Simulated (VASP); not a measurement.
# TiO2 (I4_1/amd) in VASP: single point with r2SCAN+U

Aim: the single point of TiO2 with r2SCAN+U.

Everything below comes from runs of VASP 6.6.1. Logs are shortened: lines on timing, memory, paths and dates and some standing lists are left out, and cuts for length are marked.

### Step 1. The cell of the first run

Symmetry: I4_1/amd, No. 141, tetragonal system. Conventional cell: a = 3.797 Å, b = 3.797 Å, c = 9.660 Å, α = 90.00°, β = 90.00°, γ = 90.00°. Within 2.6 Å of Ti (site symmetry -4m2) lie 6 O at 1.95 to 1.99 Å. Within 2.6 Å of O (site symmetry 2mm) lie 3 Ti at 1.95 to 1.99 Å and 2 O at 2.46 Å.

### Step 2. Single point, r2SCAN+U

POSCAR

```
TiO2
1.0
    2.6847585542     -2.6847645982     -0.0201584534
    2.6847585542      2.6847645982     -0.0201584534
   -2.6485578760      0.0000000000      4.8501018500
Ti O
2 4
Direct
    0.1249948856      0.8750051144      0.2500000000
    0.8750051144      0.1249948856      0.7500000000
    0.3311340197      0.0811285948      0.6622697779
    0.6688659803      0.9188714052      0.3377302221
    0.9188714052      0.6688659803      0.8377302221
    0.0811285948      0.3311340197      0.1622697779
```

INCAR.step1

```
  PREC = Accurate
  ENCUT = 520
  ISMEAR = 0
  SIGMA = 0.02
  LREAL = F
  LASPH = T
  NELM = 150
  LMAXMIX = 4
  LDAU = T
  LDAUTYPE = 2
  LDAUL = 2 -1
  LDAUU = 4 0
  LDAUJ = 0 0
  NBANDS = 33
  GGA = PE
  ALGO = Normal
  EDIFF = 1E-4
  LWAVE = T
  LCHARG = F
```

INCAR.step2

```
  PREC = Accurate
  ENCUT = 520
  EDIFF = 1E-7
  ISMEAR = 0
  SIGMA = 0.02
  LREAL = F
  LASPH = T
  NELM = 150
  ALGO = Normal
  ISIF = 2
  LWAVE = F
  LCHARG = F
  LMAXMIX = 4
  LDAU = T
  LDAUTYPE = 2
  LDAUL = 2 -1
  LDAUU = 4 0
  LDAUJ = 0 0
  LDAUPRINT = 1
  METAGGA = R2SCAN
  LMIXTAU = T
  NBANDS = 33
  ISTART = 1
```

KPOINTS

```
regular mesh
0
Gamma
  6 6 6
```

Potentials or basis: VASP PAW PBE potentials, release 64 (Ti_sv, O).

The run is started by

```sh
cat potpaw_PBE.64/Ti_sv/POTCAR potpaw_PBE.64/O/POTCAR > POTCAR
cp INCAR.step1 INCAR
mpirun -np 1 vasp_std > vasp.out
cp INCAR.step2 INCAR
mpirun -np 1 vasp_std > vasp.out
```

OUTCAR:

```text
PREC = Accurate
   ENCUT = 520
   EDIFF = 1E-7
   ISMEAR = 0
   LREAL = F
   LASPH = T
   NELM = 150
   ISIF = 2
   METAGGA = R2SCAN
   ISTART = 1

 ion  position               nearest neighbor table
   1  0.125  0.875  0.250-   4 1.95   6 1.95   4 1.95   6 1.95   3 1.99   5 1.99
   2  0.875  0.125  0.750-   3 1.95   5 1.95   5 1.95   3 1.95   6 1.99   4 1.99
   3  0.331  0.081  0.662-   2 1.95   2 1.95   1 1.99
   4  0.669  0.919  0.338-   1 1.95   1 1.95   2 1.99
   5  0.919  0.669  0.838-   2 1.95   2 1.95   1 1.99
   6  0.081  0.331  0.162-   1 1.95   1 1.95   2 1.99

  Warning from LATTYP: Got some problem with cell dimensions!
  Tried to take original basis but could not verify dimensions!
  LATTYP: Found a base centered monoclinic cell.
 ALAT       =     5.3696684656
 B/A-ratio  =     0.9999740637
 C/A-ratio  =     1.0291302330
 COS(beta)  =    -0.4858354240

  Lattice vectors:

 A1 = (  -2.6847585542,   2.6847645982,   0.0201584534)
 A2 = (  -2.6847585542,  -2.6847645982,   0.0201584534)
 A3 = (   2.7209592324,   0.0000000000,   4.8097849432)

Analysis of symmetry for initial positions (statically):
=====================================================================
 Subroutine PRICEL returns:
 Original cell was already a primitive cell.

 Routine SETGRP: Setting up the symmetry group for a
 base centered monoclinic supercell.

 Subroutine GETGRP returns: Found  4 space group operations
 (whereof  2 operations were pure point group operations)
 out of a pool of  4 trial point group operations.

The static configuration has the point symmetry S_2 .
 The point group associated with its full space group is C_2h.

Analysis of symmetry for dynamics (positions and initial velocities):
=====================================================================
 Subroutine PRICEL returns:
 Original cell was already a primitive cell.

 Routine SETGRP: Setting up the symmetry group for a
 base centered monoclinic supercell.

 Subroutine GETGRP returns: Found  4 space group operations
 (whereof  2 operations were pure point group operations)
 out of a pool of  4 trial point group operations.

The dynamic configuration has the point symmetry S_2 .
 The point group associated with its full space group is C_2h.

 Subroutine INISYM returns: Found  4 space group operations
 (whereof  2 operations are pure point group operations),
 and found     1 'primitive' translations

----------------------------------------------------------------------------------------

                                     Primitive cell

  volume of cell :      69.6318

  direct lattice vectors                    reciprocal lattice vectors
     2.684758554 -2.684764598 -0.020158453     0.187003247 -0.186236067  0.102119283
     2.684758554  2.684764598 -0.020158453     0.187003247  0.186236067  0.102119283
    -2.648557876  0.000000000  4.850101850     0.001554481  0.000000000  0.207030113

  length of vectors
     3.796879746  3.796879746  5.526151172     0.282988401  0.282988401  0.207035949

  position of ions in fractional coordinates (direct lattice)
     0.124994886  0.875005114  0.250000000
     0.875005114  0.124994886  0.750000000
     0.331134020  0.081128595  0.662269778
     0.668865980  0.918871405  0.337730222
     0.918871405  0.668865980  0.837730222
     0.081128595  0.331134020  0.162269778

  ion indices of the primitive-cell ions
   primitive index   ion index
[... 108 lines left out ...]
   LHFCALC =     F    Hartree Fock is set to
   AEXX    =    0.0000 exact exchange contribution
   IVDW    =     0    specifies the selected vdW correction
   LEPSILON=     F    determine dielectric tensor
   LRPA    =     F    only Hartree local field effects (RPA)
 non-spin polarized calculation
 Gauss-broadening in eV      SIGMA  =   0.02
  energy-cutoff  :      520.00
  volume of cell :       69.63
 maximum number of plane-waves:      1891
   NGX = 15   NGY = 15   NGZ = 21

atom =   1  type =  1  l = 2

 onsite density matrix

spin component  1

  0.2455 -0.0011  0.0000 -0.0000 -0.0000
 -0.0011  0.0939  0.0000  0.0000  0.0000
  0.0000  0.0000  0.2444  0.0020  0.0000
 -0.0000  0.0000  0.0020  0.0940 -0.0000
 -0.0000  0.0000  0.0000 -0.0000  0.0951

spin component  2

  0.2455 -0.0011  0.0000 -0.0000 -0.0000
 -0.0011  0.0939  0.0000  0.0000  0.0000
  0.0000  0.0000  0.2444  0.0020  0.0000
 -0.0000  0.0000  0.0020  0.0940 -0.0000
 -0.0000  0.0000  0.0000 -0.0000  0.0951

 occupancies and eigenvectors

  o =  0.0939  v =  0.0075  1.0000  0.0000 -0.0000 -0.0000  0.0000  0.0000  0.0000  0.0000  0.0000      0.0000  0.0000  0.0000  0.0000  0.0000  0.0000  0.0000  0.0000  0.0000  0.0000
  o =  0.0939  v =  0.0000  0.0000  0.0000  0.0000  0.0000  0.0075  1.0000  0.0000 -0.0000 -0.0000      0.0000  0.0000  0.0000  0.0000  0.0000  0.0000  0.0000  0.0000  0.0000  0.0000
  o =  0.0939  v = -0.0000 -0.0000  0.0130 -0.9999 -0.0091  0.0000  0.0000  0.0000  0.0000  0.0000      0.0000  0.0000  0.0000  0.0000  0.0000  0.0000  0.0000  0.0000  0.0000  0.0000
  o =  0.0939  v =  0.0000  0.0000  0.0000  0.0000  0.0000 -0.0000 -0.0000  0.0130 -0.9999 -0.0091      0.0000  0.0000  0.0000  0.0000  0.0000  0.0000  0.0000  0.0000  0.0000  0.0000
  o =  0.0951  v =  0.0000 -0.0000  0.0001 -0.0091  1.0000  0.0000  0.0000  0.0000  0.0000  0.0000      0.0000  0.0000  0.0000  0.0000  0.0000  0.0000  0.0000  0.0000  0.0000  0.0000
  o =  0.0951  v =  0.0000  0.0000  0.0000  0.0000  0.0000  0.0000 -0.0000  0.0001 -0.0091  1.0000      0.0000  0.0000  0.0000  0.0000  0.0000  0.0000  0.0000  0.0000  0.0000  0.0000
  o =  0.2444  v =  0.0000  0.0000  0.0000  0.0000  0.0000  0.0000 -0.0000 -0.9999 -0.0130 -0.0000      0.0000  0.0000  0.0000  0.0000  0.0000  0.0000  0.0000  0.0000  0.0000  0.0000
  o =  0.2444  v =  0.0000 -0.0000 -0.9999 -0.0130 -0.0000  0.0000  0.0000  0.0000  0.0000  0.0000      0.0000  0.0000  0.0000  0.0000  0.0000  0.0000  0.0000  0.0000  0.0000  0.0000
  o =  0.2455  v = -1.0000  0.0075 -0.0000 -0.0000 -0.0000  0.0000  0.0000  0.0000  0.0000  0.0000      0.0000  0.0000  0.0000  0.0000  0.0000  0.0000  0.0000  0.0000  0.0000  0.0000
  o =  0.2455  v =  0.0000  0.0000  0.0000  0.0000  0.0000 -1.0000  0.0075 -0.0000 -0.0000 -0.0000      0.0000  0.0000  0.0000  0.0000  0.0000  0.0000  0.0000  0.0000  0.0000  0.0000

atom =   2  type =  1  l = 2

 onsite density matrix

spin component  1

  0.2455 -0.0011  0.0000 -0.0000 -0.0000
 -0.0011  0.0939  0.0000  0.0000  0.0000
  0.0000  0.0000  0.2444  0.0020  0.0000
 -0.0000  0.0000  0.0020  0.0940 -0.0000
 -0.0000  0.0000  0.0000 -0.0000  0.0951

spin component  2

  0.2455 -0.0011  0.0000 -0.0000 -0.0000
 -0.0011  0.0939  0.0000  0.0000  0.0000
  0.0000  0.0000  0.2444  0.0020  0.0000
 -0.0000  0.0000  0.0020  0.0940 -0.0000
 -0.0000  0.0000  0.0000 -0.0000  0.0951

 occupancies and eigenvectors

  o =  0.0939  v =  0.0075  1.0000  0.0000 -0.0000 -0.0000  0.0000  0.0000  0.0000  0.0000  0.0000      0.0000  0.0000  0.0000  0.0000  0.0000  0.0000  0.0000  0.0000  0.0000  0.0000
  o =  0.0939  v =  0.0000  0.0000  0.0000  0.0000  0.0000  0.0075  1.0000  0.0000 -0.0000 -0.0000      0.0000  0.0000  0.0000  0.0000  0.0000  0.0000  0.0000  0.0000  0.0000  0.0000
  o =  0.0939  v = -0.0000 -0.0000  0.0130 -0.9999 -0.0091  0.0000  0.0000  0.0000  0.0000  0.0000      0.0000  0.0000  0.0000  0.0000  0.0000  0.0000  0.0000  0.0000  0.0000  0.0000
  o =  0.0939  v =  0.0000  0.0000  0.0000  0.0000  0.0000 -0.0000 -0.0000  0.0130 -0.9999 -0.0091      0.0000  0.0000  0.0000  0.0000  0.0000  0.0000  0.0000  0.0000  0.0000  0.0000
  o =  0.0951  v =  0.0000 -0.0000  0.0001 -0.0091  1.0000  0.0000  0.0000  0.0000  0.0000  0.0000      0.0000  0.0000  0.0000  0.0000  0.0000  0.0000  0.0000  0.0000  0.0000  0.0000
  o =  0.0951  v =  0.0000  0.0000  0.0000  0.0000  0.0000  0.0000 -0.0000  0.0001 -0.0091  1.0000      0.0000  0.0000  0.0000  0.0000  0.0000  0.0000  0.0000  0.0000  0.0000  0.0000
  o =  0.2444  v =  0.0000  0.0000  0.0000  0.0000  0.0000  0.0000 -0.0000 -0.9999 -0.0130 -0.0000      0.0000  0.0000  0.0000  0.0000  0.0000  0.0000  0.0000  0.0000  0.0000  0.0000
  o =  0.2444  v =  0.0000 -0.0000 -0.9999 -0.0130 -0.0000  0.0000  0.0000  0.0000  0.0000  0.0000      0.0000  0.0000  0.0000  0.0000  0.0000  0.0000  0.0000  0.0000  0.0000  0.0000
  o =  0.2455  v = -1.0000  0.0075 -0.0000 -0.0000 -0.0000  0.0000  0.0000  0.0000  0.0000  0.0000      0.0000  0.0000  0.0000  0.0000  0.0000  0.0000  0.0000  0.0000  0.0000  0.0000
  o =  0.2455  v =  0.0000  0.0000  0.0000  0.0000  0.0000 -1.0000  0.0075 -0.0000 -0.0000 -0.0000      0.0000  0.0000  0.0000  0.0000  0.0000  0.0000  0.0000  0.0000  0.0000  0.0000

 number of electron      47.9999997 magnetization

 Free energy of the ion-electron system (eV)
  ---------------------------------------------------
  ext. energy  EPLUGINS =         0.00000000
  ---------------------------------------------------
  free energy    TOTEN  =       -64.63631912 eV

  energy without entropy =      -64.63631912  energy(sigma->0) =      -64.63631912

 E-fermi :   3.1578     XC(G=0): -11.3529

 val. band max:        3.0155974464   @ k =   0.5000   0.5000  -0.0000
 cond. band min:       6.2555662891   @ k =   0.0000   0.0000   0.0000
 fundamental gap:      3.2399688426
 Fermi energy:         3.1578455439

 k-point     1 :       0.0000    0.0000    0.0000
  band No.  band energies     occupation
      1     -56.5220      2.00000
      2     -56.4706      2.00000
      3     -31.8558      2.00000
      4     -31.6306      2.00000
      5     -31.6305      2.00000
      6     -31.5697      2.00000
[... 853 lines left out ...]
     32       9.6582      0.00000
     33       9.7213      0.00000

 [... further k-points ...]
[... 5 lines left out ...]
  --------------------------------------------------------------------------------------
  -------------------------------------------------------------------------------------
  Total        2.3177200      2.3202366      1.8366865      0.0000000      0.0000000     -0.0046594
  in kB       53.3290231     53.3869282     42.2607979      0.0000000      0.0000000     -0.1072091
  external PRESSURE =      49.6589164 kB  Pullay stress =       0.0000000 kB

 VOLUME and BASIS-vectors are now :
 -----------------------------------------------------------------------------
  energy-cutoff  :      520.00
  volume of cell :       69.63
      direct lattice vectors                 reciprocal lattice vectors
     2.684758554 -2.684764598 -0.020158453     0.187003247 -0.186236067  0.102119283
     2.684758554  2.684764598 -0.020158453     0.187003247  0.186236067  0.102119283
    -2.648557876  0.000000000  4.850101850     0.001554481  0.000000000  0.207030113

 POSITION                                       TOTAL-FORCE (eV/Angst)
 -----------------------------------------------------------------------------------
      2.02262      2.01360      1.19237         0.000000     -0.001221      0.000000
      0.69834     -2.01360      3.61742        -0.000000      0.001221      0.000000
     -0.64723     -0.67121      3.20377         0.001222      0.000199      0.171699
      3.36819      0.67121      1.60602        -0.001222     -0.000199     -0.171699
      2.04391     -0.67121      4.03107        -0.001222      0.000199     -0.171699
      0.67704      0.67121      0.77871         0.001222     -0.000199      0.171699
 -----------------------------------------------------------------------------------
    total drift:                                0.000000      0.000000     -0.000000

  FREE ENERGIE OF THE ION-ELECTRON SYSTEM (eV)
  ---------------------------------------------------
  free  energy   TOTEN  =       -64.6363191208 eV

  energy  without entropy=      -64.6363191208  energy(sigma->0) =      -64.63631912
```

Run time: 18 min. Hardware: 1 thread of AMD EPYC 7R13, shared host; peak memory 0.23 GiB.

Results:

- Free energy: -64.6363 eV
- Pressure: 5.0 GPa
- Largest force: 0.172 eV/Å
- Band gap on the k mesh: 3.24 eV, indirect (least direct gap 3.53 eV)

Forces in eV/Å, atoms in the order of the input:
```
Ti   0.000 -0.001  0.000
Ti   0.000  0.001  0.000
O    0.001  0.000  0.172
O   -0.001  0.000 -0.172
O   -0.001  0.000 -0.172
O    0.001  0.000  0.172
```

Levels at points of the mesh, in eV from the valence-band top:
```
           k point  band 20  band 21  band 22  band 23  band 24  band 25  band 26  band 27  band 28  band 29
(0.00, 0.00, 0.00)    -0.79    -0.71    -0.71    -0.39    -0.38     3.24     3.97     5.01     5.01     5.05
(0.50, 0.00, 0.00)    -1.92    -1.75    -0.86    -0.85    -0.66     4.30     4.46     4.58     4.64     5.26
(0.50, 0.50, 0.00)    -2.54    -1.95    -1.95     0.00     0.00     4.33     4.33     4.74     4.74     5.87
(0.00, 0.00, 0.50)    -1.41    -1.23    -1.23    -0.07    -0.07     3.59     3.59     4.87     4.87     5.22
(0.50, 0.00, 0.50)    -1.92    -1.75    -0.86    -0.85    -0.66     4.30     4.46     4.58     4.64     5.26
(0.50, 0.50, 0.50)    -2.54    -1.95    -1.95     0.00     0.00     4.33     4.33     4.74     4.74     5.87
```

Eigenvalues of the final occupation matrices:
```tsv
site	spin	trace	eigenvalues
site 1 d	1	0.77	0.09 0.09 0.10 0.24 0.25
site 1 d	2	0.77	0.09 0.09 0.10 0.24 0.25
site 2 d	1	0.77	0.09 0.09 0.10 0.24 0.25
site 2 d	2	0.77	0.09 0.09 0.10 0.24 0.25
```

Caveat: the PAW data sets were made with another functional, which shifts forces and pressure a little.
